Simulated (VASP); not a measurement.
**Y: relaxation of cell and atoms with PBE**

Y:

```
Y
1.0
    -2.01939    2.01939    2.01939
     2.01939   -2.01939    2.01939
     2.01939    2.01939   -2.01939
Y
1
Direct
  0.00000 0.00000 0.00000
```

This isn't the form of Y at room conditions, which is hcp.

| Property | Result |
| --- | --- |
| Program | VASP 6.6.1 |
| Task | relaxation of cell and atoms |
| Functional | PBE |
| Potentials or basis | VASP PAW PBE potentials, release 64 (Y_sv) |
| Cutoff | 600 eV |
| k mesh | 14 × 14 × 14 |
| Occupations | fermi-dirac, width 0.05 eV |
| Spin | no spin polarisation |
| Dipole correction | no |
| Further INCAR settings | ALGO = Normal; EDIFF = 1e-07; IBRION = 2; EDIFFG = -0.005; NSW = 60; ISIF = 3 |

The relaxed volume is 32.90 Å³/atom. The relaxed cell is a = 3.496 Å, b = 3.496 Å, c = 3.496 Å, α = 109.47°, β = 109.47°, γ = 109.47°, the space group after relaxing (to 0.1 Å) is Im-3m (No. 229) and the energy gained by relaxing is 0.0 meV/atom. The ionic steps are 2 and the pressure after relaxing is 0.0 GPa. The band gap on the k mesh is zero (an odd number of electrons rules out a gap without spin polarisation).

Final structure:
```
CELL_PARAMETERS angstrom
-2.01848 2.01848 2.01848
2.01848 -2.01848 2.01848
2.01848 2.01848 -2.01848
ATOMIC_POSITIONS crystal
Y 0.00000 0.00000 0.00000
```

Levels at points of the mesh, in eV from the Fermi level:
| k point | band 2 | band 3 | band 4 | band 5 | band 6 | band 7 | band 8 | band 9 |
| --- | --- | --- | --- | --- | --- | --- | --- | --- |
| (0.00, 0.00, 0.00) | -22.57 | -22.57 | -22.57 | -4.81 | 1.66 | 1.66 | 1.66 | 3.57 |
| (0.50, 0.00, 0.00) | -23.11 | -22.74 | -22.57 | -1.99 | 0.17 | 0.73 | 3.50 | 4.14 |
| (0.50, 0.50, 0.50) | -22.95 | -22.95 | -22.95 | -1.46 | -1.46 | 5.26 | 5.26 | 5.26 |

It took 41 s on 1 thread of Intel(R) Xeon(R) Platinum 8488C (Sapphire Rapids), with other jobs on the host, peak memory 0.21 GiB.
